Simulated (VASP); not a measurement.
# Cs (Fd-3m) in VASP: further runs

Runs on Cs. Level: BLYP. Tasks: single point.

Everything below comes from runs of VASP 6.6.1. Logs are shortened: lines on timing, memory, paths and dates and some standing lists are left out, and cuts for length are marked.

## 1. The cell of the first run

It takes space group Fd-3m (No. 227, cubic). The conventional cell has a = 12.073 Å, b = 12.073 Å, c = 12.073 Å, α = 90.00°, β = 90.00°, γ = 90.00°.

## 2. Single point, BLYP

The input, INCAR:

```
SYSTEM = Cs
  PREC = Accurate
  ENCUT = 520
  EDIFF = 1E-6
  ISMEAR = -1
  SIGMA = 0.1
  LREAL = .FALSE.
  LASPH = .TRUE.
  NELM = 60
  ALGO = Normal
  ISIF = 2
  LWAVE = .FALSE.
  LCHARG = .FALSE.
  GGA = B5
  ALDAX = 1.0
  AGGAX = 1.0
  AGGAC = 1.0
  ALDAC = 0.0
  NBANDS = 16
```

The input, KPOINTS:

```
regular mesh
0
G
  5 5 5
  0 0 0
```

The input, POSCAR:

```
Cs
1.0
    0.0000000000      6.0367311139      6.0367311139
    6.0367311139      0.0000000000      6.0367311139
    6.0367311139      6.0367311139      0.0000000000
Cs
2
Direct
    0.1250000000      0.1250000000      0.1250000000
    0.8750000000      0.8750000000      0.8750000000
```

Potentials or basis: VASP PAW PBE potentials, release 64 (Cs_sv).

Launch:

```console
$ cat potpaw_PBE.64/Cs_sv/POTCAR > POTCAR
$ mpirun -np 1 vasp_std > vasp.out
```

OUTCAR:

```text
SYSTEM = Cs
   PREC = Accurate
   ENCUT = 520
   EDIFF = 1E-6
   ISMEAR = -1
   LREAL = .FALSE.
   LASPH = .TRUE.
   NELM = 60
   ISIF = 2
   GGA = B5

 ion  position               nearest neighbor table
   1  0.125  0.125  0.125-
   2  0.875  0.875  0.875-

  LATTYP: Found a face centered cubic cell.
 ALAT       =    12.0734622278

  Lattice vectors:

 A1 = (   0.0000000000,   6.0367311139,   6.0367311139)
 A2 = (   6.0367311139,   0.0000000000,   6.0367311139)
 A3 = (   6.0367311139,   6.0367311139,   0.0000000000)

Analysis of symmetry for initial positions (statically):
=====================================================================
 Subroutine PRICEL returns:
 Original cell was already a primitive cell.

 Routine SETGRP: Setting up the symmetry group for a
 face centered cubic supercell.

 Subroutine GETGRP returns: Found 48 space group operations
 (whereof 12 operations were pure point group operations)
 out of a pool of 48 trial point group operations.

The static configuration has the point symmetry D_3d.
 The point group associated with its full space group is O_h .

Analysis of symmetry for dynamics (positions and initial velocities):
=====================================================================
 Subroutine PRICEL returns:
 Original cell was already a primitive cell.

 Routine SETGRP: Setting up the symmetry group for a
 face centered cubic supercell.

 Subroutine GETGRP returns: Found 48 space group operations
 (whereof 12 operations were pure point group operations)
 out of a pool of 48 trial point group operations.

The dynamic configuration has the point symmetry D_3d.
 The point group associated with its full space group is O_h .

 Subroutine INISYM returns: Found 48 space group operations
 (whereof 12 operations are pure point group operations),
 and found     1 'primitive' translations

----------------------------------------------------------------------------------------

                                     Primitive cell

  volume of cell :     439.9826

  direct lattice vectors                    reciprocal lattice vectors
     0.000000000  6.036731114  6.036731114    -0.082826283  0.082826283  0.082826283
     6.036731114  0.000000000  6.036731114     0.082826283 -0.082826283  0.082826283
     6.036731114  6.036731114  0.000000000     0.082826283  0.082826283 -0.082826283

  length of vectors
     8.537227014  8.537227014  8.537227014     0.143459330  0.143459330  0.143459330
[... 64 lines left out ...]
   ENCUT  =  520.0 eV  38.22 Ry    6.18 a.u.  15.87 15.87 15.87*2*pi/ulx,y,z
   NELM   =     60;   NELMIN=  2; NELMDL= -5     # of ELM steps
   EDIFF  = 0.1E-05   stopping-criterion for ELM
   LREAL  =      F    real-space projection
   EDIFFG = 0.1E-04   stopping-criterion for IOM
   NSW    =      0    number of steps for IOM
   IBRION =     -1    ionic relax: 0-MD 1-quasi-New 2-CG
   NFREE  =      0    steps in history (QN), initial steepest desc. (CG)
   ISIF   =      2    stress and relaxation
   ISYM   =      2    0-nonsym 1-usesym 2-fastsym
   POTIM  = 0.5000    time-step for ionic-motion
   TEBEG  =    0.0;   TEEND  =   0.0 temperature during run
   PSTRESS=    0.0 pullay stress
   NELECT =      18.0000    total number of electrons
   NUPDOWN=      -1.0000    fix difference up-down
   EMIN   =  10.00;   EMAX   =-10.00  energy-range for DOS
   EFERMI =   0.00;   METHOD = LEGACY
   ISMEAR =    -1;   SIGMA  =   0.10  broadening in eV -4-tet -1-fermi 0-gaus
   EFERMI_NEDOS =   21; number of points for ismear=-14 and -15
   IALGO  =     38    algorithm
   IMIX   =      4    mixing-type and parameters
     AMIX     =   0.40;   BMIX     =  1.00
     AMIX_MAG =   1.60;   BMIX_MAG =  1.00
  volume/ion in A,a.u.               =     219.99      1484.57
  Fermi-wavevector in a.u.,A,eV,Ry     =   0.564097  1.065989  4.329449  0.318205
  Thomas-Fermi vector in A             =   1.601514
   LORBIT       =      0    0 simple, 1 ext, 2 COOP (PROOUT), +10 PAW based schemes
   GGA     = B5    functional components
   LHFCALC =     F    Hartree Fock is set to
   AEXX    =    0.0000 exact exchange contribution
   IVDW    =     0    specifies the selected vdW correction
   LEPSILON=     F    determine dielectric tensor
   LRPA    =     F    only Hartree local field effects (RPA)
 non-spin polarized calculation
  energy-cutoff  :      520.00
  volume of cell :      439.98
 maximum number of plane-waves:     11874
   NGX = 31   NGY = 31   NGZ = 31

 number of electron      18.0000004 magnetization

 Free energy of the ion-electron system (eV)
  ---------------------------------------------------
  ext. energy  EPLUGINS =         0.00000000
  ---------------------------------------------------
  free energy    TOTEN  =        -0.87219583 eV

  energy without entropy =       -0.81602906  energy(sigma->0) =       -0.84411244

 E-fermi :  -0.3520     XC(G=0):  -3.3419

 val. band max:       -0.4319231148   @ k =  -0.4000   0.4000   0.0000
 cond. band min:      -0.2599963290   @ k =  -0.4000   0.4000   0.0000
 fundamental gap:      0.1719267858
 Fermi energy:        -0.3519990122

 k-point     1 :       0.0000    0.0000    0.0000
  band No.  band energies     occupation
      1     -24.5682      2.00000
      2     -24.5607      2.00000
      3     -11.4325      2.00000
      4     -11.4325      2.00000
      5     -11.4325      2.00000
      6     -11.3746      2.00000
[... 167 lines left out ...]
      3     -11.4437      2.00000
      4     -11.4418      2.00000
      5     -11.4131      2.00000
      6     -11.3949      2.00000
[... 8 lines left out ...]
     15       1.2098      0.00000
     16       1.4170      0.00000

------------------------ aborting loop because EDIFF is reached ----------------------------------------

  FORCE on cell =-STRESS in cart. coord.  units (eV):
  Direction    XX          YY          ZZ          XY          YZ          ZX
  --------------------------------------------------------------------------------------
  -------------------------------------------------------------------------------------
  Total        0.0496902      0.0496902      0.0496902      0.0000000      0.0000000      0.0000000
  in kB        0.1809446      0.1809446      0.1809446      0.0000000      0.0000000      0.0000000
  external PRESSURE =       0.1809446 kB  Pullay stress =       0.0000000 kB

 VOLUME and BASIS-vectors are now :
 -----------------------------------------------------------------------------
  energy-cutoff  :      520.00
  volume of cell :      439.98
      direct lattice vectors                 reciprocal lattice vectors
     0.000000000  6.036731114  6.036731114    -0.082826283  0.082826283  0.082826283
     6.036731114  0.000000000  6.036731114     0.082826283 -0.082826283  0.082826283
     6.036731114  6.036731114  0.000000000     0.082826283  0.082826283 -0.082826283

 POSITION                                       TOTAL-FORCE (eV/Angst)
 -----------------------------------------------------------------------------------
      1.50918      1.50918      1.50918        -0.000000     -0.000000     -0.000000
     10.56428     10.56428     10.56428         0.000000      0.000000      0.000000
 -----------------------------------------------------------------------------------
    total drift:                                0.000000      0.000000      0.000000

  FREE ENERGIE OF THE ION-ELECTRON SYSTEM (eV)
  ---------------------------------------------------
  free  energy   TOTEN  =        -0.8721958257 eV

  energy  without entropy=       -0.8160290592  energy(sigma->0) =       -0.84411244
```

OSZICAR:

```text
N       E                     dE             d eps       ncg     rms          rms(c)
DAV:   1     0.152928384473E+03    0.15293E+03   -0.53293E+03   328   0.752E+02
DAV:   2     0.266607198638E+02   -0.12627E+03   -0.12127E+03   496   0.140E+02
DAV:   3     0.191367366488E+00   -0.26469E+02   -0.26355E+02   392   0.685E+01
DAV:   4    -0.859284293610E+00   -0.10507E+01   -0.10504E+01   448   0.158E+01
DAV:   5    -0.869530817638E+00   -0.10247E-01   -0.10245E-01   432   0.163E+00    0.360E-01
DAV:   6    -0.868326597186E+00    0.12042E-02   -0.82655E-03   456   0.405E-01    0.201E-01
DAV:   7    -0.870294554027E+00   -0.19680E-02   -0.64481E-03   416   0.310E-01    0.729E-02
DAV:   8    -0.871882641268E+00   -0.15881E-02   -0.16914E-03   392   0.105E-01    0.303E-02
DAV:   9    -0.872145708183E+00   -0.26307E-03   -0.61647E-04   432   0.925E-02    0.243E-02
DAV:  10    -0.872180343964E+00   -0.34636E-04   -0.11473E-04   376   0.394E-02    0.567E-03
DAV:  11    -0.872192742242E+00   -0.12398E-04   -0.20379E-05   456   0.136E-02    0.276E-03
DAV:  12    -0.872195509884E+00   -0.27676E-05   -0.31171E-06   368   0.576E-03    0.724E-04
DAV:  13    -0.872195825677E+00   -0.31579E-06   -0.37370E-07   384   0.311E-03
   1 F= -.87219583E+00 E0= -.84411244E+00  d E =-.561668E-01
```

It took 3.8 min on 1 thread of Intel Xeon Platinum 8488C (Sapphire Rapids), shared host; peak memory 0.54 GiB.

Results:

* Free energy: -0.8722 eV
* Pressure: 0.0 GPa
* Band gap on the k mesh: 0.17 eV, direct

Caveat: the PAW data sets were made with another functional, which shifts forces and pressure a little; spin-orbit coupling is left out, which moves the levels of the heavy elements. A k mesh can miss the band edges.

## 3. Single point, BLYP

The input, INCAR:

```
AGGAC = 1.0
AGGAX = 1.0
ALDAC = 0.0
ALDAX = 1.0
ALGO = Normal
EDIFF = 1E-6
ENCUT = 520
GGA = B5
ISIF = 2
ISMEAR = -1
LASPH = T
LCHARG = F
LREAL = F
LWAVE = F
NBANDS = 16
NELM = 60
PREC = Accurate
SIGMA = 0.1
```

The input, KPOINTS:

```
k-points
0
Gamma
  5 5 5
```

POSCAR is that of step 2.

Potentials or basis: VASP PAW PBE potentials, release 64 (Cs_sv).

Launch:

```console
$ cat potpaw_PBE.64/Cs_sv/POTCAR > POTCAR
$ mpirun -np 1 vasp_std > vasp.out
```

It took 3.8 min on 1 thread of Intel Xeon Platinum 8488C (Sapphire Rapids), shared host; peak memory 0.54 GiB.

The run converged. Its results:

```
Free energy            : -0.8722 eV
Pressure               : 0.0 GPa
Band gap on the k mesh : 0.17 eV, direct
```

Levels at points of the mesh, in eV from the valence-band top:
```
           k point  band 7  band 8  band 9  band 10  band 11  band 12
(0.00, 0.00, 0.00)  -10.94  -10.94   -0.98     1.43     1.43     1.43
```

Caveat: the PAW data sets were made with another functional, which shifts forces and pressure a little; spin-orbit coupling is left out, which moves the levels of the heavy elements. A k mesh can miss the band edges.
